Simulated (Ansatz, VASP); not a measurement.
## One calculation of In3Se, two programs

File INCAR:

```
PREC = Accurate ; ENCUT = 520
EDIFF = 1E-6 ; ISMEAR = 0
SIGMA = 0.15 ; LREAL = F
LASPH = T ; NELM = 100
ALGO = Normal ; ISIF = 2
LWAVE = F ; LCHARG = F
GGA = PS ; IVDW = 12
NBANDS = 30
```

File KPOINTS:

```
Automatic mesh
0
Gamma
  10 10 10
```

The input POSCAR:

```
In3Se
1.0
    4.7118316454      0.0000000000      0.0000000000
    0.0000000000      4.7118316454      0.0000000000
    0.0000000000      0.0000000000      4.3490206087
In Se
3 1
Direct
    0.0000000000      0.5000000000      0.5000000000
    0.5000000000      0.0000000000      0.5000000000
    0.5000000000      0.5000000000      0.0000000000
    0.0000000000      0.0000000000      0.0000000000
```

Input for Ansatz:

```yaml
crystal:
  lattice:
    - [4.7118316454, 0.0, 0.0]
    - [0.0, 4.7118316454, 0.0]
    - [0.0, 0.0, 4.3490206087]
  atoms:
    - { symbol: In, position: [0.0, 0.5, 0.5] }
    - { symbol: In, position: [0.5, 0.0, 0.5] }
    - { symbol: In, position: [0.5, 0.5, 0.0] }
    - { symbol: Se, position: [0.0, 0.0, 0.0] }
basis:
  ecutwfc: 420
kpoints:
  mp_grid: { grid: [10, 10, 10] }
hamiltonian:
  xc: pbesol
  pseudopotentials: { kind: paw, azcp: { folder: soft_1 } }
  dispersion: d3bj
scf:
  occupations: { method: gaussian, width: 0.15 }
output:
  forces: true
  stress: true
  eigenvalues: true
```

Alike in both runs: task single point; functional PBEsol; dispersion D3(BJ); k mesh 10 × 10 × 10; occupations gaussian, width 0.15 eV; no spin polarisation.

|  | VASP | Ansatz |
| --- | --- | --- |
| version | VASP 6.6.1 | Ansatz 0.2.0 |
| potentials or method | VASP PAW PBE potentials, release 64 (In_d, Se), cutoff 520 eV | scalar-relativistic, plane waves, PAW |
| valence electrons in the cell | 45 | 55 |

```csv
,VASP,Ansatz,Ansatz less VASP
gap on the k mesh at the Fermi level (eV),none,none,-
pressure (GPa),-0.1,-0.1,0.00
"traceless stress, the component that is largest in VASP (GPa)",0.21,0.21,0.000
```

VASP's potentials were made for PBE, not for PBEsol, and Ansatz warns of the same on its side. A gap of «none» marks a metal or a gap that the smearing closes. VASP's potentials hold 45 valence electrons a cell and Ansatz's 55, so a difference there can come from the potentials and not from the codes.
